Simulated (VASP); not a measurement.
Input of a VASP 6.6.1 run:

The input POSCAR:

```
NaH
1.0
    1.6306639000     -5.7962887000      0.0000000000
    1.6306639000      5.7962887000      0.0000000000
    0.0000000000      0.0000000000      3.3538828000
Na H
2 2
Direct
    0.8552090000      0.1447910000      0.7500000000
    0.1447910000      0.8552090000      0.2500000000
    0.6438850000      0.3561150000      0.7500000000
    0.3561150000      0.6438850000      0.2500000000
```

File INCAR.step1:

```
PREC     = Accurate       # precision mode
ENCUT    = 520            # plane-wave cutoff, eV
ISMEAR   = 0              # smearing method
SIGMA    = 0.02           # smearing width, eV
LREAL    = F              # projectors in reciprocal space
LASPH    = T              # aspherical terms in the spheres
NELM     = 60             # most SCF steps
NBANDS   = 16             # bands
GGA      = PE             # functional
ALGO     = Normal         # electronic algorithm
EDIFF    = 1E-4           # SCF threshold, eV
LWAVE    = T              # write WAVECAR
LCHARG   = F              # write CHGCAR
```

Contents of INCAR.step2:

```
PREC     = Accurate       # precision mode
ENCUT    = 520            # plane-wave cutoff, eV
EDIFF    = 1E-7           # SCF threshold, eV
ISMEAR   = 0              # smearing method
SIGMA    = 0.02           # smearing width, eV
LREAL    = F              # projectors in reciprocal space
LASPH    = T              # aspherical terms in the spheres
NELM     = 60             # most SCF steps
ALGO     = Normal         # electronic algorithm
ISIF     = 2              # what is computed and relaxed
LWAVE    = F              # write WAVECAR
LCHARG   = F              # write CHGCAR
METAGGA  = R2SCAN         # meta-GGA
LMIXTAU  = T            
NBANDS   = 16             # bands
ISTART   = 1
```

KPOINTS

```
regular mesh
0
Gamma
  8 8 8
```

Potentials or basis: VASP PAW PBE potentials, release 64 (Na_pv, H).

Launch:

```sh
$ cat potpaw_PBE.64/Na_pv/POTCAR potpaw_PBE.64/H/POTCAR > POTCAR
$ cp INCAR.step1 INCAR
$ mpirun -np 1 vasp_std > vasp.out
$ cp INCAR.step2 INCAR
$ mpirun -np 1 vasp_std > vasp.out
```

Task: Estimate the band gap on the k mesh.

Result: 3.48 eV (least direct gap 4.45 eV).

Task: Predict the pressure.

Result: -0.5 GPa.

Forces on the atoms (eV/Å):
```
Na   0.000  0.007  0.000
Na   0.000 -0.007  0.000
H    0.000 -0.010  0.000
H    0.000  0.010  0.000
```

Caveat: the PAW data sets were made with another functional, which shifts forces and pressure a little. A k mesh can miss the band edges.
